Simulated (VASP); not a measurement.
A run of VASP 6.6.1 is set up as follows.

Contents of INCAR:

```
ALGO     = Normal         # electronic algorithm
EDIFF    = 1E-6           # SCF threshold, eV
ENCUT    = 520            # plane-wave cutoff, eV
GGA      = RE             # functional
ISIF     = 2              # what is computed and relaxed
ISMEAR   = 0              # smearing method
ISPIN    = 2              # spin polarisation
IVDW     = 12             # dispersion correction
LASPH    = T              # aspherical terms in the spheres
LCHARG   = F              # write CHGCAR
LDAU     = T              # DFT+U
LDAUJ    = 0 0          
LDAUL    = 2 -1           # shell
LDAUPRINT= 1            
LDAUTYPE = 2            
LDAUU    = 3.9 0          # U, eV
LMAXMIX  = 4              # l up to which the mixer works
LORBIT   = 11             # projections on sites
LREAL    = F              # projectors in reciprocal space
LWAVE    = F              # write WAVECAR
MAGMOM   = 2.91 2.91 0 0 0 0 # initial moments
NBANDS   = 38             # bands
NELM     = 150            # most SCF steps
PREC     = Accurate       # precision mode
SIGMA    = 0.05           # smearing width, eV
```

KPOINTS

```
k-points
0
Gamma
  6 6 8
```

The input POSCAR:

```
MnO2
1.0
    4.3710957440      0.0000000000      0.0000000000
    0.0000000000      4.3710957440      0.0000000000
    0.0000000000      0.0000000000      2.9038057139
Mn O
2 4
Direct
    0.0000000000      0.0000000000      0.0000000000
    0.5000000000      0.5000000000      0.5000000000
    0.3051836246      0.3051836246      0.0000000000
    0.1948163754      0.8051836246      0.5000000000
    0.6948163754      0.6948163754      0.0000000000
    0.8051836246      0.1948163754      0.5000000000
```

Potentials or basis: VASP PAW PBE potentials, release 64 (Mn_pv, O).

Run with:

```bash
$ cat potpaw_PBE.64/Mn_pv/POTCAR potpaw_PBE.64/O/POTCAR > POTCAR
$ mpirun -np 1 vasp_std > vasp.out
```

Problem. What does it give for the band gap on the k mesh?

Solution. Zero (filled and empty bands overlap).

Problem. What does it give for the dispersion energy per atom?

Solution. -0.323 eV.

Problem. Predict the pressure.

Solution. 10.7 GPa.

Eigenvalues of the final occupation matrices:
```
    site  spin  trace               eigenvalues
site 1 d     1   3.92  0.51 0.52 0.95 0.97 0.97
site 1 d     2   0.93  0.06 0.10 0.11 0.31 0.34
site 2 d     1   3.92  0.51 0.52 0.95 0.97 0.97
site 2 d     2   0.93  0.06 0.10 0.11 0.31 0.34
```

Caveat: the PAW data sets were made with another functional, which shifts forces and pressure a little; only a ferromagnetic start was run, and an antiferromagnetic order may lie lower in energy; pairwise dispersion overbinds metals, which lowers pressure and volume. The state reached can hang on the start; a lower one may exist.
